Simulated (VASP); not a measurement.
Crystal: LiH.

```
Li H
1.0
     2.53762    0.00000    0.00000
     0.00000    2.53762    0.00000
     0.00000    0.00000    3.40707
Li H
1 1
Direct
  0.00000 0.00000 0.00000
  0.50000 0.50000 0.00000
```

The cell was built from a structure type or drawn by symmetry, and may not be a known phase.

* Program: VASP 6.6.1
* Task: relaxation of cell and atoms
* Functional: PBE
* Potentials or basis: VASP PAW PBE potentials, release 64 (Li_sv, H)
* Cutoff: 600 eV
* k mesh: 6 × 6 × 6
* Occupations: gaussian, width 0.1 eV
* Spin: no spin polarisation

At the start: pressure 4.2 GPa; volume 10.97 Å³/atom.

Problem. How do energy, volume and symmetry change on relaxing?

Solution. Over 8 steps the energy falls by 23.6 meV/atom and the volume is 12.77 Å³/atom (+16.4 %); space group P4/mmm (No. 123, to 0.1 Å) before and after.

Step by step:
```tsv
step	energy change (eV)	largest force (eV/Å)	pressure (GPa)	volume (Å³)
1	0.0000	0.0000	4.23	21.94
2	-0.0270	0.0000	2.61	22.87
3	-0.0389	0.0000	-0.70	25.26
4	-0.0428	0.0000	0.16	24.49
5	-0.0429	0.0000	0.28	24.41
6	-0.0434	0.0000	0.25	24.52
7	-0.0449	0.0000	0.21	24.86
8	-0.0471	0.0000	0.13	25.53
```

Final structure:
```
CELL_PARAMETERS angstrom
2.67571 0.00000 0.00000
0.00000 2.67571 0.00000
0.00000 0.00000 3.56607
ATOMIC_POSITIONS crystal
Li 0.00000 0.00000 0.00000
H 0.50000 0.50000 0.00000
```

Caveat: the k points lie up to 0.39 Å⁻¹ apart in the final cell; the cutoff is under 1.25 times the usual one of these potentials, so pressure, stress and relaxed cells hold a basis-set (Pulay) error; the volume moved by over 15 % at a fixed basis, so the end points are rough.
